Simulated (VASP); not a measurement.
# HfC (I4/mmm) in VASP: further runs

The runs below take HfC through single point, with PBE.

Everything below comes from runs of VASP 6.6.1. Logs are shortened: lines on timing, memory, paths and dates and some standing lists are left out, and cuts for length are marked.

### 1 The cell of the first run

The structure is tetragonal, space group I4/mmm (No. 139). Conventional cell: a = 3.189 Å, b = 3.189 Å, c = 4.790 Å, α = 90.00°, β = 90.00°, γ = 90.00°. Within 3.0 Å of Hf (site symmetry 4/mmm) lie 6 C at 2.26 to 2.39 Å. C (site symmetry 4/mmm) has 6 Hf at 2.26 to 2.39 Å within 3.0 Å.

### 2 Single point, PBE (strain -0.030 along x and y, +0.030 along z)

File INCAR:

```
SYSTEM = HfC
ALGO = Normal ; EDIFF = 1E-7
ENCUT = 520 ; GGA = PE
ISIF = 2 ; ISMEAR = 0
LASPH = .True. ; LCHARG = .True.
LELF = .True. ; LREAL = .False.
LVHAR = .True. ; LWAVE = .False.
NBANDS = 14 ; NELM = 100
PREC = Accurate ; SIGMA = 0.15
```

File KPOINTS:

```
k-points
0
Gamma
  18 18 18
  0 0 0
```

File POSCAR:

```
HfC
1.0
    0.0000000000      2.2552500000      2.3947500000
    2.2552500000      0.0000000000      2.3947500000
    2.2552500000      2.2552500000      0.0000000000
Hf C
1 1
Direct
    0.5000000000      0.5000000000      0.5000000000
    0.0000000000      0.0000000000      0.0000000000
```

Potentials or basis: VASP PAW PBE potentials, release 64 (Hf_pv, C).

Launch:

```bash
> cat potpaw_PBE.64/Hf_pv/POTCAR potpaw_PBE.64/C/POTCAR > POTCAR
> mpirun -np 1 vasp_std > vasp.out
```

OUTCAR:

```text
SYSTEM = HfC
   EDIFF = 1E-7
   ENCUT = 520
   GGA = PE
   ISIF = 2
   ISMEAR = 0
   LASPH = .True.
   LREAL = .False.
   NELM = 100
   PREC = Accurate

 ion  position               nearest neighbor table
   1  0.500  0.500  0.500-   2 2.26   2 2.26   2 2.26   2 2.26   2 2.39   2 2.39
   2  0.000  0.000  0.000-   1 2.26   1 2.26   1 2.26   1 2.26   1 2.39   1 2.39

  LATTYP: Found a body centered tetragonal cell.
 ALAT       =     3.1894051365
 C/A-ratio  =     1.5016906899

  Lattice vectors:

 A1 = (  -2.2552500000,   0.0000000000,   2.3947500000)
 A2 = (   2.2552500000,   0.0000000000,   2.3947500000)
 A3 = (   0.0000000000,   2.2552500000,  -2.3947500000)

Analysis of symmetry for initial positions (statically):
=====================================================================
 Subroutine PRICEL returns:
 Original cell was already a primitive cell.

 Routine SETGRP: Setting up the symmetry group for a
 body centered tetragonal supercell.

 Subroutine GETGRP returns: Found 16 space group operations
 (whereof 16 operations were pure point group operations)
 out of a pool of 16 trial point group operations.

The static configuration has the point symmetry D_4h.

Analysis of symmetry for dynamics (positions and initial velocities):
=====================================================================
 Subroutine PRICEL returns:
 Original cell was already a primitive cell.

 Routine SETGRP: Setting up the symmetry group for a
 body centered tetragonal supercell.

 Subroutine GETGRP returns: Found 16 space group operations
 (whereof 16 operations were pure point group operations)
 out of a pool of 16 trial point group operations.

The dynamic configuration has the point symmetry D_4h.

 Subroutine INISYM returns: Found 16 space group operations
 (whereof 16 operations are pure point group operations),
 and found     1 'primitive' translations

----------------------------------------------------------------------------------------

                                     Primitive cell

  volume of cell :      24.3601

  direct lattice vectors                    reciprocal lattice vectors
     0.000000000  2.255250000  2.394750000    -0.221704911  0.221704911  0.208790062
     2.255250000  0.000000000  2.394750000     0.221704911 -0.221704911  0.208790062
     2.255250000  2.255250000  0.000000000     0.221704911  0.221704911 -0.208790062

  length of vectors
     3.289525821  3.289525821  3.189405137     0.376695400  0.376695400  0.376695400

  position of ions in fractional coordinates (direct lattice)
     0.500000000  0.500000000  0.500000000
     0.000000000  0.000000000  0.000000000

  ion indices of the primitive-cell ions
   primitive index   ion index
                 1           1
                 2           2

----------------------------------------------------------------------------------------

 KPOINTS: k-points

Automatic generation of k-mesh.
 Grid dimensions read from file:
 generate k-points for:   18   18   18

 Generating k-lattice:

  Cartesian coordinates                     Fractional coordinates (reciprocal lattice)
    -0.012316939  0.012316939  0.011599448     0.055555556 -0.000000000  0.000000000
     0.012316939 -0.012316939  0.011599448    -0.000000000  0.055555556  0.000000000
     0.012316939  0.012316939 -0.011599448     0.000000000  0.000000000  0.055555556

  Length of vectors
     0.020927522  0.020927522  0.020927522

  Shift w.r.t. Gamma in fractional coordinates (k-lattice)
     0.000000000  0.000000000  0.000000000

 Subroutine IBZKPT returns following result:
 ===========================================

 Found    480 irreducible k-points:

 Following reciprocal coordinates:
            Coordinates               Weight
  0.000000  0.000000  0.000000      1.000000
  0.055556  0.000000  0.000000      8.000000
  0.111111  0.000000  0.000000      8.000000
  0.166667  0.000000  0.000000      8.000000
  0.222222  0.000000  0.000000      8.000000
  0.277778  0.000000  0.000000      8.000000
[... 16 lines left out ...]
 -0.277778  0.055556  0.000000      8.000000
 -0.222222  0.055556  0.000000      8.000000
 [... further k-points ...]
   k-points           NKPTS =    480   k-points in BZ     NKDIM =    480   number of bands    NBANDS=     14
   number of dos      NEDOS =    301   number of ions     NIONS =      2
   total plane-waves  NPLWV =  13824
   dimension x,y,z NGX =    24 NGY =   24 NGZ =   24
   dimension x,y,z NGXF=    48 NGYF=   48 NGZF=   48
   ions per type =               1   1
   NGX,Y,Z   is equivalent  to a cutoff of  12.13, 12.13, 12.51 a.u.
   NGXF,Y,Z  is equivalent  to a cutoff of  24.26, 24.26, 25.02 a.u.
 SYSTEM =  HfC
   PREC   = accura    normal or accurate (medium, high low for compatibility)
   ISTART =      0    job   : 0-new  1-cont  2-samecut
   ICHARG =      2    charge: 1-file 2-atom 10-const
   ISPIN  =      1    spin polarized calculation?
   LNONCOLLINEAR =      F non collinear calculations
   LSORBIT =      F    spin-orbit coupling
   LASPH  =      T    aspherical Exc in radial PAW
   ENCUT  =  520.0 eV  38.22 Ry    6.18 a.u.   6.12  6.12  5.93*2*pi/ulx,y,z
   NELM   =    100;   NELMIN=  2; NELMDL= -5     # of ELM steps
   EDIFF  = 0.1E-06   stopping-criterion for ELM
   LREAL  =      F    real-space projection
   EDIFFG = 0.1E-05   stopping-criterion for IOM
   NSW    =      0    number of steps for IOM
   IBRION =     -1    ionic relax: 0-MD 1-quasi-New 2-CG
   NFREE  =      0    steps in history (QN), initial steepest desc. (CG)
   ISIF   =      2    stress and relaxation
   ISYM   =      2    0-nonsym 1-usesym 2-fastsym
   POTIM  = 0.5000    time-step for ionic-motion
   TEBEG  =    0.0;   TEEND  =   0.0 temperature during run
   PSTRESS=    0.0 pullay stress
   NELECT =      14.0000    total number of electrons
   NUPDOWN=      -1.0000    fix difference up-down
   EMIN   =  10.00;   EMAX   =-10.00  energy-range for DOS
   EFERMI =   0.00;   METHOD = LEGACY
   ISMEAR =     0;   SIGMA  =   0.15  broadening in eV -4-tet -1-fermi 0-gaus
   EFERMI_NEDOS =   21; number of points for ismear=-14 and -15
   IALGO  =     38    algorithm
   IMIX   =      4    mixing-type and parameters
     AMIX     =   0.40;   BMIX     =  1.00
     AMIX_MAG =   1.60;   BMIX_MAG =  1.00
  volume/ion in A,a.u.               =      12.18        82.20
  Fermi-wavevector in a.u.,A,eV,Ry     =   1.361103  2.572112 25.206172  1.852601
  Thomas-Fermi vector in A             =   2.487708
   LORBIT       =      0    0 simple, 1 ext, 2 COOP (PROOUT), +10 PAW based schemes
   GGA     = PE    functional components
   LHFCALC =     F    Hartree Fock is set to
   AEXX    =    0.0000 exact exchange contribution
   IVDW    =     0    specifies the selected vdW correction
   LEPSILON=     F    determine dielectric tensor
   LRPA    =     F    only Hartree local field effects (RPA)
 non-spin polarized calculation
 Gauss-broadening in eV      SIGMA  =   0.15
  energy-cutoff  :      520.00
  volume of cell :       24.36
 maximum number of plane-waves:       669
   NGX = 13   NGY = 13   NGZ = 11

 number of electron      14.0000001 magnetization

 Free energy of the ion-electron system (eV)
  ---------------------------------------------------
  ext. energy  EPLUGINS =         0.00000000
  ---------------------------------------------------
  free energy    TOTEN  =       -20.95033889 eV

  energy without entropy =      -20.94706044  energy(sigma->0) =      -20.94869966

 E-fermi :   6.2144     XC(G=0): -12.4344

 val. band max:        6.2086031705   @ k =   0.5000   0.4444   0.0000
 cond. band min:       6.2285255701   @ k =   0.3889   0.0556   0.3333
 fundamental gap:      0.0199223996
 Fermi energy:         6.2143571444

 k-point     1 :       0.0000    0.0000    0.0000
  band No.  band energies     occupation
      1     -23.2663      2.00000
      2     -23.1789      2.00000
      3     -23.1789      2.00000
      4      -6.2781      2.00000
      5       7.0039      0.00000
      6       7.1728      0.00000
      7       7.3233      0.00000
      8       7.3233      0.00000
      9       7.8439      0.00000
     10       7.8439      0.00000
     11       9.0108      0.00000
     12      10.1012      0.00000
     13      13.7417      0.00000
     14      17.3274      0.00000

 k-point     2 :       0.0556    0.0000    0.0000
  band No.  band energies     occupation
      1     -23.2764      2.00000
      2     -23.1972      2.00000
      3     -23.1801      2.00000
      4      -6.1955      2.00000
      5       6.4803      0.01215
      6       6.6248      0.00011
      7       6.9187      0.00000
      8       7.6275      0.00000
      9       7.9926      0.00000
     10       8.1529      0.00000
     11       9.4387      0.00000
     12      10.5223      0.00000
     13      13.9219      0.00000
     14      17.5585      0.00000

 k-point     3 :       0.1111    0.0000    0.0000
  band No.  band energies     occupation
      1     -23.3205      2.00000
      2     -23.2340      2.00000
      3     -23.1836      2.00000
      4      -5.9537      2.00000
      5       5.5682      2.00000
      6       5.8998      1.99698
      7       6.1919      1.16747
      8       7.9553      0.00000
      9       8.2545      0.00000
     10       8.5118      0.00000
     11      10.3595      0.00000
     12      11.4767      0.00000
     13      14.4061      0.00000
     14      18.2118      0.00000

 k-point     4 :       0.1667    0.0000    0.0000
  band No.  band energies     occupation
      1     -23.4152      2.00000
      2     -23.2613      2.00000
      3     -23.1890      2.00000
      4      -5.5684      2.00000
      5       4.5831      2.00000
      6       5.1826      2.00000
      7       5.4470      2.00000
      8       8.3953      0.00000
      9       8.6247      0.00000
     10       8.7995      0.00000
     11      11.4429      0.00000
     12      12.6463      0.00000
     13      15.0581      0.00000
     14      19.1562      0.00000

 k-point     5 :       0.2222    0.0000    0.0000
  band No.  band energies     occupation
      1     -23.5394      2.00000
      2     -23.2834      2.00000
      3     -23.1955      2.00000
      4      -5.0638      2.00000
      5       3.5903      2.00000
      6       4.5394      2.00000
      7       4.7713      2.00000
      8       8.9681      0.00000
      9       9.0969      0.00000
     10       9.1068      0.00000
     11      12.5762      0.00000
[... 276 lines left out ...]
 k-point    22 :      -0.3333    0.0556    0.0000
  band No.  band energies     occupation
      1     -23.8313      2.00000
      2     -23.3533      2.00000
      3     -23.2032      2.00000
      4      -3.5069      2.00000
      5       1.3734      2.00000
      6       3.4761      2.00000
      7       3.4924      2.00000
      8      10.0461      0.00000
      9      10.2723      0.00000
     10      11.3766      0.00000
     11      14.0844      0.00000
     12      15.9730      0.00000
     13      17.4645      0.00000
     14      20.1464      0.00000

 k-point    23 :      -0.2778    0.0556    0.0000
  band No.  band energies     occupation
      1     -23.7207      2.00000
      2     -23.3385      2.00000
      3     -23.1947      2.00000
      4      -4.1520      2.00000
      5       2.2422      2.00000
      6       3.8484      2.00000
      7       3.8655      2.00000
      8       9.5267      0.00000
      9       9.6435      0.00000
     10      10.6171      0.00000
     11      13.1699      0.00000
     12      16.3367      0.00000
     13      16.3579      0.00000
     14      20.1502      0.00000

 k-point    24 :      -0.2222    0.0556    0.0000
  band No.  band energies     occupation
      1     -23.5928      2.00000
      2     -23.3207      2.00000
      3     -23.1870      2.00000
      4      -4.7646      2.00000
      5       3.1765      2.00000
      6       4.3284      2.00000
      7       4.3613      2.00000
      8       9.0625      0.00000
      9       9.1436      0.00000
     10       9.8760      0.00000
     11      12.0942      0.00000
     12      15.0909      0.00000
     13      16.2205      0.00000
     14      20.1599      0.00000

 [... further k-points ...]
[... 5 lines left out ...]
  --------------------------------------------------------------------------------------
  -------------------------------------------------------------------------------------
  Total        2.7195965      2.7195965     -1.2033481      0.0000000      0.0000000     -0.0000000
  in kB      178.8691683    178.8691683    -79.1447821      0.0000000      0.0000000     -0.0000000
  external PRESSURE =      92.8645181 kB  Pullay stress =       0.0000000 kB

 VOLUME and BASIS-vectors are now :
 -----------------------------------------------------------------------------
  energy-cutoff  :      520.00
  volume of cell :       24.36
      direct lattice vectors                 reciprocal lattice vectors
     0.000000000  2.255250000  2.394750000    -0.221704911  0.221704911  0.208790062
     2.255250000  0.000000000  2.394750000     0.221704911 -0.221704911  0.208790062
     2.255250000  2.255250000  0.000000000     0.221704911  0.221704911 -0.208790062

 POSITION                                       TOTAL-FORCE (eV/Angst)
 -----------------------------------------------------------------------------------
      2.25525      2.25525      2.39475         0.000000     -0.000000     -0.000000
      0.00000      0.00000      0.00000        -0.000000      0.000000      0.000000
 -----------------------------------------------------------------------------------
    total drift:                                0.000000     -0.000000     -0.000000

  FREE ENERGIE OF THE ION-ELECTRON SYSTEM (eV)
  ---------------------------------------------------
  free  energy   TOTEN  =       -20.9503388942 eV

  energy  without entropy=      -20.9470604351  energy(sigma->0) =      -20.94869966
```

It took 47 s on 1 thread of Intel Xeon 6975P-C (Granite Rapids), shared host; peak memory 0.28 GiB.

Results:

```yaml
Free_energy: -20.9503 eV
Pressure: 9.3 GPa
Band_gap_on_the_k_mesh: zero (band 7 reaches 7.32 eV, above the bottom of band 8 at 5.70 eV)
```

Stress tensor (GPa, compression positive):
```
17.89  0.00  0.00
 0.00 17.89  0.00
 0.00  0.00 -7.91
```

Caveat: the cell differs from its parent crystal (strain -0.030 along x and y, +0.030 along z); spin-orbit coupling is left out, which moves the levels of the heavy elements.

### 3 Single point, PBE (strain +0.000 along x and y, -0.030 along z)

File INCAR:

```
ALGO = Normal
EDIFF = 1E-6
ENCUT = 520
GGA = PE
ISIF = 2
ISMEAR = 0
LASPH = True
LCHARG = False
LREAL = False
LWAVE = False
NBANDS = 14
NELM = 100
PREC = Accurate
SIGMA = 0.15
```

File KPOINTS:

```
k-points
0
Gamma
  18 18 18
```

File POSCAR:

```
HfC
1.0
    0.0000000000      2.3250000000      2.2552500000
    2.3250000000      0.0000000000      2.2552500000
    2.3250000000      2.3250000000      0.0000000000
Hf C
1 1
Direct
    0.5000000000      0.5000000000      0.5000000000
    0.0000000000      0.0000000000      0.0000000000
```

Potentials or basis: VASP PAW PBE potentials, release 64 (Hf_pv, C).

Launch:

```bash
> cat potpaw_PBE.64/Hf_pv/POTCAR potpaw_PBE.64/C/POTCAR > POTCAR
> mpirun -np 1 vasp_std > vasp.out
```

It took 40 s on 1 thread of Intel Xeon 6975P-C (Granite Rapids), shared host; peak memory 0.28 GiB.

The run converged. Its results:

| Item | Value |
| --- | --- |
| Free energy | -21.0094 eV |
| Pressure | 7.7 GPa |
| Band gap on the k mesh | zero (band 7 reaches 7.33 eV, above the bottom of band 8 at 5.57 eV) |

Stress tensor (GPa, compression positive):
```
 2.84  0.00  0.00
 0.00  2.84  0.00
 0.00  0.00 17.45
```

Levels at points of the mesh, in eV from the Fermi level:
```tsv
k point	band 5	band 6	band 7	band 8	band 9	band 10
(0.00, 0.00, 0.00)	0.96	0.96	1.13	1.29	1.29	1.63
(0.50, 0.00, 0.00)	-6.28	-3.13	-3.07	5.36	5.64	6.01
(0.50, 0.50, 0.00)	-2.31	-1.93	-0.19	-0.19	5.51	6.98
(0.50, 0.00, 0.50)	-2.67	-1.85	-0.07	0.08	5.43	6.78
```

Caveat: the cell differs from its parent crystal (strain +0.000 along x and y, -0.030 along z); spin-orbit coupling is left out, which moves the levels of the heavy elements.

### 4 Single point, PBE (strain -0.015 along x and y, +0.000 along z)

File INCAR:

```
SYSTEM = HfC
PREC = Accurate
ENCUT = 520
EDIFF = 1E-7
ISMEAR = 0
SIGMA = 0.15
LREAL = .FALSE.
LASPH = .TRUE.
NELM = 60
ALGO = Normal
ISIF = 2
LWAVE = .FALSE.
LCHARG = .FALSE.
GGA = PE
NBANDS = 14
```

File KPOINTS:

```
Automatic mesh
0
G
  18 18 18
  0 0 0
```

File POSCAR:

```
HfC
1.0
    0.0000000000      2.2901250000      2.3250000000
    2.2901250000      0.0000000000      2.3250000000
    2.2901250000      2.2901250000      0.0000000000
Hf C
1 1
Direct
    0.5000000000      0.5000000000      0.5000000000
    0.0000000000      0.0000000000      0.0000000000
```

Launch:

```bash
> cat potpaw_PBE.64/Hf_pv/POTCAR potpaw_PBE.64/C/POTCAR > POTCAR
> mpirun -np 1 vasp_std > vasp.out
```

Run time: 45 s. Hardware: 1 thread of Intel Xeon 6975P-C (Granite Rapids), shared host; peak memory 0.28 GiB.

It converged, with:

```
Free energy            : -21.0267 eV
Pressure               : 7.3 GPa
Band gap on the k mesh : zero (band 7 reaches 7.23 eV, above the bottom of band 8 at 5.75 eV)
```

Stress tensor (GPa, compression positive):
```
9.60 0.00 0.00
0.00 9.60 0.00
0.00 0.00 2.77
```

Levels at points of the mesh, in eV from the Fermi level:
```csv
k point,band 5,band 6,band 7,band 8,band 9,band 10
"(0.00, 0.00, 0.00)",0.96,1.05,1.05,1.29,1.46,1.46
"(0.50, 0.00, 0.00)",-6.27,-3.10,-3.07,5.44,5.56,5.99
"(0.50, 0.50, 0.00)",-2.67,-1.85,0.00,0.00,5.49,6.98
"(0.50, 0.00, 0.50)",-2.49,-1.88,-0.13,-0.06,5.48,6.88
```

Caveat: the cell differs from its parent crystal (strain -0.015 along x and y, +0.000 along z); spin-orbit coupling is left out, which moves the levels of the heavy elements.

### 5 Single point, PBE (strain -0.015 along x and y, +0.015 along z)

File INCAR:

```
  PREC = Accurate
  ENCUT = 520
  EDIFF = 1E-7
  ISMEAR = 0
  SIGMA = 0.15
  LREAL = False
  LASPH = True
  NELM = 100
  ALGO = Normal
  ISIF = 2
  LWAVE = False
  LCHARG = False
  GGA = PE
  NBANDS = 14
```

File KPOINTS:

```
regular mesh
0
Gamma
  18 18 18
```

File POSCAR:

```
HfC
1.0
    0.0000000000      2.2901250000      2.3598750000
    2.2901250000      0.0000000000      2.3598750000
    2.2901250000      2.2901250000      0.0000000000
Hf C
1 1
Direct
    0.5000000000      0.5000000000      0.5000000000
    0.0000000000      0.0000000000      0.0000000000
```

Launch:

```bash
> cat potpaw_PBE.64/Hf_pv/POTCAR potpaw_PBE.64/C/POTCAR > POTCAR
> mpirun -np 1 vasp_std > vasp.out
```

It took 47 s on 1 thread of Intel Xeon 6975P-C (Granite Rapids), shared host; peak memory 0.28 GiB.

It converged, with:

```
Free energy            : -21.0245 eV
Pressure               : 3.8 GPa
Band gap on the k mesh : zero (band 7 reaches 7.13 eV, above the bottom of band 8 at 5.61 eV)
```

Stress tensor (GPa, compression positive):
```
 7.91  0.00  0.00
 0.00  7.91  0.00
 0.00  0.00 -4.55
```

Levels at points of the mesh, in eV from the Fermi level:
```
           k point  band 4  band 5  band 6  band 7  band 8  band 9  band 10  band 11
(0.00, 0.00, 0.00)  -12.39    0.90    1.06    1.06    1.18    1.51     1.51     3.16
(0.50, 0.00, 0.00)   -8.55   -6.21   -3.08   -3.01    5.30    5.52     5.91     6.62
(0.50, 0.50, 0.00)  -10.52   -2.79   -1.78    0.04    0.04    5.39     6.85     6.85
(0.50, 0.00, 0.50)  -10.47   -2.46   -1.84   -0.20   -0.08    5.36     6.65     7.06
```

Caveat: the cell differs from its parent crystal (strain -0.015 along x and y, +0.015 along z); spin-orbit coupling is left out, which moves the levels of the heavy elements.

### 6 Overview

```tsv
cell	gap on the mesh (eV)	pressure (GPa)
a = 3.290, b = 3.290, c = 3.189 Å, angles 61.0, 61.0, 58.0°, 2 atoms	none	9.3
a = 3.239, b = 3.239, c = 3.288 Å, angles 59.5, 59.5, 61.0°, 2 atoms	none	7.7
a = 3.263, b = 3.263, c = 3.239 Å, angles 60.3, 60.3, 59.5°, 2 atoms	none	7.3
a = 3.288, b = 3.288, c = 3.239 Å, angles 60.5, 60.5, 59.0°, 2 atoms	none	3.8
```

Alike in all rows: task single point; level PBE; potentials or basis VASP PAW PBE potentials, release 64 (Hf_pv, C); no spin polarisation; k mesh 18 × 18 × 18; cutoff (eV) 520; smearing gaussian 0.15 eV.

Caveats: spin-orbit coupling is left out, which moves the levels of the heavy elements.

Total energies depend on the potentials used, so only differences within one code and one set of settings carry meaning.
